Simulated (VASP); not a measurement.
Here is a VASP 6.6.1 calculation.

File INCAR:

```
ALGO = Normal
DIPOL = 0.5 0.5 0.500
EDIFF = 1E-7
ENCUT = 520
GGA = PE
IDIPOL = 3
ISIF = 2
ISMEAR = 0
LASPH = True
LCHARG = False
LDIPOL = True
LREAL = Auto
LWAVE = False
NBANDS = 110
NELM = 100
PREC = Accurate
SIGMA = 0.1
```

File KPOINTS:

```
k-points
0
Gamma
  4 4 1
```

POSCAR

```
Ti
1.0
    5.8769161223      0.0000000000      0.0000000000
   -2.9384580611      5.0895586578      0.0000000000
    0.0000000000      0.0000000000     22.9759510220
Ti
16
Direct
    0.3333333333      0.1666666667      0.3481901573
    0.3333333333      0.6666666667      0.3481901573
    0.8333333333      0.1666666667      0.3481901573
    0.8333333333      0.6666666667      0.3481901573
    0.1666666667      0.3333333333      0.4493967191
    0.1666666667      0.8333333333      0.4493967191
    0.6666666667      0.3333333333      0.4493967191
    0.6666666667      0.8333333333      0.4493967191
    0.3333333333      0.1666666667      0.5541904898
    0.3333333333      0.6666666667      0.5541904898
    0.8333333333      0.1666666667      0.5541904898
    0.8333333333      0.6666666667      0.5541904898
    0.1666666667      0.3333333333      0.6487186058
    0.1666666667      0.8333333333      0.6487186058
    0.6666666667      0.3333333333      0.6487186058
    0.6666666667      0.8333333333      0.6487186058
```

Potentials or basis: VASP PAW PBE potentials, release 64 (Ti_sv).

The run is started by

```bash
$ cat potpaw_PBE.64/Ti_sv/POTCAR > POTCAR
$ mpirun -np 1 vasp_std > vasp.out
```

(1) Predict the band gap on the k mesh.

(2) What does it give for the largest force?

Results:

(1) zero (bands 96 and 97 overlap by 0.65 eV).

(2) 0.638 eV/Å.
